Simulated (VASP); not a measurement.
Write the native input for VASP 6.6.1 that does the following.

```yaml
Task: single point
Functional: PBE
Potentials_or_basis: VASP PAW PBE potentials, release 64 (Si)
Cutoff: 520 eV
k_mesh: 15 × 15 × 1
Occupations: gaussian, width 0.1 eV
Spin: no spin polarisation
Dipole_correction: yes
Further_INCAR_settings: ALGO = Normal; EDIFF = 1e-06; NBANDS = 11
```

The structure of Si lies in POSCAR:

```
Si
1.0
    3.6880000000      0.0000000000      0.0000000000
   -1.8440000000      3.1939016892      0.0000000000
    0.0000000000      0.0000000000     28.0000000000
Si
2
Direct
    0.3333333333      0.6666666667      0.5076607143
    0.6666666667      0.3333333333      0.4923392857
```

The input as run:

INCAR

```
ALGO = Normal
DIPOL = 0.5 0.5 0.500
EDIFF = 1E-6
ENCUT = 520
GGA = PE
IDIPOL = 3
ISIF = 2
ISMEAR = 0
LASPH = True
LCHARG = False
LDIPOL = True
LREAL = False
LWAVE = False
NBANDS = 11
NELM = 60
PREC = Accurate
SIGMA = 0.1
```

KPOINTS

```
k-points
0
Gamma
  15 15 1
```

Potentials or basis: VASP PAW PBE potentials, release 64 (Si).

Launch:

```bash
$ cat potpaw_PBE.64/Si/POTCAR > POTCAR
$ mpirun -np 1 vasp_std > vasp.out
```

Results of the run:

| Quantity | Value |
| --- | --- |
| Largest force | 0.520 eV/Å |
| Band gap on the k mesh | zero (filled and empty bands touch) |

Wall time 2.7 min on 1 thread of AMD EPYC 7R13 Processor (Zen 3) (shared host), peak memory 0.4 GiB.
